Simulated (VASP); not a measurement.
# Al9N in VASP: a series of runs

The runs below take Al9N through single point, with PBE.

Everything below comes from runs of VASP 6.6.1. Logs are shortened: lines on timing, memory, paths and dates and some standing lists are left out, and cuts for length are marked.

### 1 The cell of the first run

The cell holds a slab with vacuum, 20 atoms: a = 5.707 Å, b = 9.806 Å, c = 22.790 Å, α = 90.00°, β = 90.00°, γ = 98.37°.

### 2 Single point, PBE

INCAR

```
PREC = Accurate
ENCUT = 520
EDIFF = 1E-6
ISMEAR = 0
SIGMA = 0.1
LREAL = Auto
LASPH = T
NELM = 80
ALGO = Normal
ISIF = 2
LWAVE = F
LCHARG = F
LDIPOL = T
IDIPOL = 3
DIPOL = 0.5 0.5 0.297
GGA = PE
NBANDS = 48
```

KPOINTS

```
regular mesh
0
Gamma
  5 3 1
```

POSCAR

```
Al9N
1.0
    5.7070863110      0.0000000000      0.0000000000
   -1.4267715777      9.7014842372      0.0000000000
    0.0000000000      0.0000000000     22.7903703877
Al N
18 2
Direct
    0.2662216041      0.0648864163      0.1755127245
    0.7662216041      0.0648864163      0.1755127245
    0.3354806058      0.3419224231      0.2192029851
    0.8354806058      0.3419224231      0.2192029851
    0.1493324061      0.5973296244      0.2279410371
    0.6493324061      0.5973296244      0.2279410371
    0.4631842064      0.8527368258      0.2366790893
    0.9631842064      0.8527368258      0.2366790893
    0.0319772075      0.1277109158      0.2808262501
    0.5319772075      0.1277109158      0.2808262501
    0.0997917578      0.4042231245      0.3301071117
    0.5997917578      0.4042231245      0.3301071117
    0.4144000538      0.6596656467      0.3369822073
    0.9144000538      0.6596656467      0.3369822073
    0.2263076930      0.9110819227      0.3449259125
    0.7263076930      0.9110819227      0.3449259125
    0.2962427187      0.1814071959      0.3857054641
    0.7962427187      0.1814071959      0.3857054641
    0.2498348608      0.9110819227      0.4348490270
    0.7027805251      0.9110819227      0.4348490270
```

Potentials or basis: VASP PAW PBE potentials, release 64 (Al, N).

Run with:

```
> cat potpaw_PBE.64/Al/POTCAR potpaw_PBE.64/N/POTCAR > POTCAR
> mpirun -np 1 vasp_std > vasp.out
```

OUTCAR:

```text
PREC = Accurate
   ENCUT = 520
   EDIFF = 1E-6
   ISMEAR = 0
   LREAL = Auto
   LASPH = T
   NELM = 80
   ISIF = 2
   GGA = PE

 ion  position               nearest neighbor table
   1  0.266  0.065  0.176-   2 2.85   2 2.85   9 2.86  10 2.86   7 2.87   3 2.87   8 2.87
   2  0.766  0.065  0.176-   1 2.85   1 2.85  10 2.86   9 2.86   8 2.87   4 2.87   7 2.87
   3  0.335  0.342  0.219-   4 2.85   4 2.85   6 2.87   5 2.87   1 2.87   9 2.89  10 2.89  12 2.96
                            11 2.97
   4  0.835  0.342  0.219-   3 2.85   3 2.85   5 2.87   6 2.87   2 2.87  10 2.89   9 2.89  11 2.96
                            12 2.97
   5  0.149  0.597  0.228-   6 2.85   6 2.85   4 2.87   3 2.87   7 2.87   8 2.87  13 2.93  14 2.93
                            11 2.99
   6  0.649  0.597  0.228-   5 2.85   5 2.85   3 2.87   4 2.87   8 2.87   7 2.87  14 2.93  13 2.93
                            12 2.99
   7  0.463  0.853  0.237-  10 2.85   8 2.85   8 2.85   5 2.87   1 2.87   6 2.87   2 2.87  16 2.90
                            15 2.91  13 2.96
   8  0.963  0.853  0.237-   9 2.85   7 2.85   7 2.85   6 2.87   2 2.87   5 2.87   1 2.87  15 2.90
                            16 2.91  14 2.96
   9  0.032  0.128  0.281-  18 2.83  17 2.83   8 2.85  10 2.85  10 2.85   1 2.86   2 2.86   3 2.89
                             4 2.89  11 2.91  15 2.93  16 2.93
  10  0.532  0.128  0.281-  17 2.83  18 2.83   7 2.85   9 2.85   9 2.85   2 2.86   1 2.86   4 2.89
                             3 2.89  12 2.91  16 2.93  15 2.93
  11  0.100  0.404  0.330-  12 2.85  12 2.85  14 2.86  13 2.87  18 2.88  17 2.89   9 2.91   4 2.96
                             3 2.97   5 2.99
  12  0.600  0.404  0.330-  11 2.85  11 2.85  13 2.86  14 2.87  17 2.88  18 2.89  10 2.91   3 2.96
                             4 2.97   6 2.99
  13  0.414  0.660  0.337-  16 2.83  15 2.83  14 2.85  14 2.85  12 2.86  11 2.87   5 2.93   6 2.93
                             7 2.96
  14  0.914  0.660  0.337-  15 2.83  16 2.83  13 2.85  13 2.85  11 2.86  12 2.87   6 2.93   5 2.93
                             8 2.96
  15  0.226  0.911  0.345-  19 2.05  17 2.78  14 2.83  13 2.83  16 2.85  16 2.85   8 2.90   7 2.91
                             9 2.93  10 2.93
  16  0.726  0.911  0.345-  20 2.05  18 2.78  13 2.83  14 2.83  15 2.85  15 2.85   7 2.90   8 2.91
                            10 2.93   9 2.93
  17  0.296  0.181  0.386-  15 2.78  10 2.83   9 2.83  18 2.85  18 2.85  12 2.88  11 2.89
  18  0.796  0.181  0.386-  16 2.78   9 2.83  10 2.83  17 2.85  17 2.85  11 2.88  12 2.89
  19  0.250  0.911  0.435-  15 2.05
  20  0.703  0.911  0.435-  16 2.05

  LATTYP: Found a simple monoclinic cell.
 ALAT       =     5.7070863110
 B/A-ratio  =     3.9933460168
 C/A-ratio  =     1.7181865164
 COS(beta)  =    -0.1455022476

  Lattice vectors:

 A1 = (   5.7070863110,   0.0000000000,   0.0000000000)
 A2 = (   0.0000000000,   0.0000000000, -22.7903703877)
 A3 = (  -1.4267715777,   9.7014842372,   0.0000000000)

Analysis of symmetry for initial positions (statically):
=====================================================================
 Subroutine PRICEL returns:
 Original cell was already a primitive cell.

 Routine SETGRP: Setting up the symmetry group for a
 simple monoclinic supercell.

 Subroutine GETGRP returns: Found  1 space group operations
 (whereof  1 operations were pure point group operations)
 out of a pool of  4 trial point group operations.

The static configuration has the point symmetry C_1 .

Analysis of symmetry for dynamics (positions and initial velocities):
=====================================================================
 Subroutine PRICEL returns:
 Original cell was already a primitive cell.

 Routine SETGRP: Setting up the symmetry group for a
 simple monoclinic supercell.

 Subroutine GETGRP returns: Found  1 space group operations
 (whereof  1 operations were pure point group operations)
 out of a pool of  4 trial point group operations.

The dynamic configuration has the point symmetry C_1 .

 Subroutine INISYM returns: Found  1 space group operations
 (whereof  1 operations are pure point group operations),
 and found     1 'primitive' translations

----------------------------------------------------------------------------------------

                                     Primitive cell

  volume of cell :    1261.8392

[... 64 lines left out ...]
     0.035044152  0.005153851  0.000000000     0.200000000  0.000000000  0.000000000
     0.000000000  0.034359004  0.000000000     0.000000000  0.333333333  0.000000000
     0.000000000  0.000000000  0.043878181     0.000000000  0.000000000  1.000000000

  Length of vectors
     0.035421106  0.034359004  0.043878181

  Shift w.r.t. Gamma in fractional coordinates (k-lattice)
     0.000000000  0.000000000  0.000000000

 Subroutine IBZKPT returns following result:
 ===========================================

 Found      8 irreducible k-points:

 Following reciprocal coordinates:
            Coordinates               Weight
  0.000000  0.000000  0.000000      1.000000
  0.200000 -0.000000  0.000000      2.000000
  0.400000  0.000000  0.000000      2.000000
  0.000000  0.333333  0.000000      2.000000
  0.200000  0.333333  0.000000      2.000000
  0.400000  0.333333  0.000000      2.000000
 -0.400000  0.333333  0.000000      2.000000
 -0.200000  0.333333  0.000000      2.000000
   k-points           NKPTS =      8   k-points in BZ     NKDIM =      8   number of bands    NBANDS=     48
   number of dos      NEDOS =    301   number of ions     NIONS =     20
   total plane-waves  NPLWV = 604800
   dimension x,y,z NGX =    42 NGY =   80 NGZ =  180
   dimension x,y,z NGXF=    84 NGYF=  160 NGZF=  360
   ions per type =              18   2
   NGX,Y,Z   is equivalent  to a cutoff of  12.23, 13.56, 13.13 a.u.
   NGXF,Y,Z  is equivalent  to a cutoff of  24.47, 27.13, 26.26 a.u.
 SYSTEM =  unknown system
   PREC   = accura    normal or accurate (medium, high low for compatibility)
   ISTART =      0    job   : 0-new  1-cont  2-samecut
   ICHARG =      2    charge: 1-file 2-atom 10-const
   ISPIN  =      1    spin polarized calculation?
   LNONCOLLINEAR =      F non collinear calculations
   LSORBIT =      F    spin-orbit coupling
   LASPH  =      T    aspherical Exc in radial PAW
   ENCUT  =  520.0 eV  38.22 Ry    6.18 a.u.  10.61 18.23 42.37*2*pi/ulx,y,z
   NELM   =     80;   NELMIN=  2; NELMDL= -5     # of ELM steps
   EDIFF  = 0.1E-05   stopping-criterion for ELM
   LREAL  =      T    real-space projection
   EDIFFG = 0.1E-04   stopping-criterion for IOM
   NSW    =      0    number of steps for IOM
   IBRION =     -1    ionic relax: 0-MD 1-quasi-New 2-CG
   NFREE  =      0    steps in history (QN), initial steepest desc. (CG)
   ISIF   =      2    stress and relaxation
   ISYM   =      2    0-nonsym 1-usesym 2-fastsym
   POTIM  = 0.5000    time-step for ionic-motion
   TEBEG  =    0.0;   TEEND  =   0.0 temperature during run
   PSTRESS=    0.0 pullay stress
   NELECT =      64.0000    total number of electrons
   NUPDOWN=      -1.0000    fix difference up-down
   EMIN   =  10.00;   EMAX   =-10.00  energy-range for DOS
   EFERMI =   0.00;   METHOD = LEGACY
   ISMEAR =     0;   SIGMA  =   0.10  broadening in eV -4-tet -1-fermi 0-gaus
   EFERMI_NEDOS =   21; number of points for ismear=-14 and -15
   IALGO  =     38    algorithm
   IMIX   =      4    mixing-type and parameters
     AMIX     =   0.40;   BMIX     =  1.00
     AMIX_MAG =   1.60;   BMIX_MAG =  1.00
  volume/ion in A,a.u.               =      63.09       425.77
  Fermi-wavevector in a.u.,A,eV,Ry     =   0.605992  1.145159  4.996416  0.367226
  Thomas-Fermi vector in A             =   1.659921
   LORBIT       =      0    0 simple, 1 ext, 2 COOP (PROOUT), +10 PAW based schemes
   GGA     = PE    functional components
   LHFCALC =     F    Hartree Fock is set to
   AEXX    =    0.0000 exact exchange contribution
   IVDW    =     0    specifies the selected vdW correction
   LEPSILON=     F    determine dielectric tensor
   LRPA    =     F    only Hartree local field effects (RPA)
 non-spin polarized calculation
 Gauss-broadening in eV      SIGMA  =   0.10
  energy-cutoff  :      520.00
  volume of cell :     1261.84
 maximum number of plane-waves:     34010
   NGX = 21   NGY = 37   NGZ = 85

 dipolmoment           0.000000      0.000000     -0.016996 electrons x Angstroem

 number of electron      63.9999998 magnetization

 dipolmoment           0.000000      0.000000      0.487560 electrons x Angstroem

 Free energy of the ion-electron system (eV)
  ---------------------------------------------------
  ext. energy  EPLUGINS =         0.00000000
  ---------------------------------------------------
  free energy    TOTEN  =       -71.59698753 eV

  energy without entropy =      -71.54367808  energy(sigma->0) =      -71.57033280

 E-fermi :  -1.8011     XC(G=0):  -3.4540

 val. band max:       -1.8137029098   @ k =   0.4000   0.0000   0.0000
 cond. band min:      -1.7762397699   @ k =  -0.2000   0.3333   0.0000
 fundamental gap:      0.0374631398
 Fermi energy:        -1.8010538074

 k-point     1 :       0.0000    0.0000    0.0000
  band No.  band energies     occupation
      1     -14.4471      2.00000
      2     -13.4786      2.00000
      3     -11.7195      2.00000
      4     -10.2561      2.00000
      5     -10.1116      2.00000
      6      -9.3279      2.00000
[... 365 lines left out ...]
     43       0.3419      0.00000
     44       0.4413      0.00000
 [bands above 44 left out]

------------------------ aborting loop because EDIFF is reached ----------------------------------------

 vacuum level on the upper side and lower side of the slab       (xc-potential included)         0.713        -0.846

  FORCE on cell =-STRESS in cart. coord.  units (eV):
  Direction    XX          YY          ZZ          XY          YZ          ZX
  --------------------------------------------------------------------------------------
  -------------------------------------------------------------------------------------
  Total      -14.9071704    -15.5330094    -11.4969095     -0.2832416      2.9937157      0.1410113
  in kB      -18.9278721    -19.7225098    -14.5978094     -0.3596363      3.8011685      0.1790443
  external PRESSURE =     -17.7493971 kB  Pullay stress =       0.0000000 kB

 VOLUME and BASIS-vectors are now :
 -----------------------------------------------------------------------------
  energy-cutoff  :      520.00
  volume of cell :     1261.84
      direct lattice vectors                 reciprocal lattice vectors
     5.707086311  0.000000000  0.000000000     0.175220760  0.025769253  0.000000000
    -1.426771578  9.701484237  0.000000000     0.000000000  0.103077011  0.000000000
     0.000000000  0.000000000 22.790370388     0.000000000  0.000000000  0.043878181

 POSITION                                       TOTAL-FORCE (eV/Angst)
 -----------------------------------------------------------------------------------
      1.42677      0.62949      4.00000         0.007377      0.123977      0.040962
      4.28031      0.62949      4.00000        -0.018401      0.126693      0.042256
      1.42677      3.31715      4.99572        -0.009457      0.015280      0.088308
      4.28031      3.31715      4.99572        -0.003122      0.003072      0.097879
      0.00000      5.79498      5.19486        -0.020999     -0.063676     -0.026586
      2.85354      5.79498      5.19486         0.003486     -0.046022     -0.036842
[... 12 lines left out ...]
      0.12592      8.83885      9.91037         0.875442      1.054321     -2.804370
      2.71092      8.83885      9.91037        -0.867674      1.034368     -2.811973
 -----------------------------------------------------------------------------------
    total drift:                               -0.007985     -0.031564     -0.006574

  FREE ENERGIE OF THE ION-ELECTRON SYSTEM (eV)
  ---------------------------------------------------
  free  energy   TOTEN  =       -71.5969875259 eV

  energy  without entropy=      -71.5436780806  energy(sigma->0) =      -71.57033280

 vacuum level on the upper side and lower side of the slab         4.023         2.428
```

It took 42 min on 1 thread of Intel Xeon 8259CL, shared host; peak memory 1.1 GiB.

Results:

```
Free energy            : -71.5970 eV
Largest force          : 3.121 eV/Å
Band gap on the k mesh : zero (bands 32 and 33 overlap by 0.28 eV)
```

Forces on the atoms (eV/Å):
```
Al   0.007  0.124  0.041
Al  -0.018  0.127  0.042
Al  -0.009  0.015  0.088
Al  -0.003  0.003  0.098
Al  -0.021 -0.064 -0.027
Al   0.003 -0.046 -0.037
Al  -0.001 -0.038  0.049
Al  -0.010 -0.081  0.002
Al   0.001 -0.090  0.048
Al   0.014 -0.102  0.028
Al   0.007 -0.038  0.038
Al   0.008 -0.042  0.062
Al  -0.009 -0.126  0.038
Al  -0.019 -0.114  0.001
Al   0.174 -0.170  2.012
Al  -0.133 -0.177  2.027
Al   0.013 -0.641  0.555
Al  -0.013 -0.630  0.551
N    0.875  1.054 -2.804
N   -0.868  1.034 -2.812
```

(Continued in part 2 of 2.)

The gap in the log of VASP goes by the Fermi energy; the results here count the filled bands.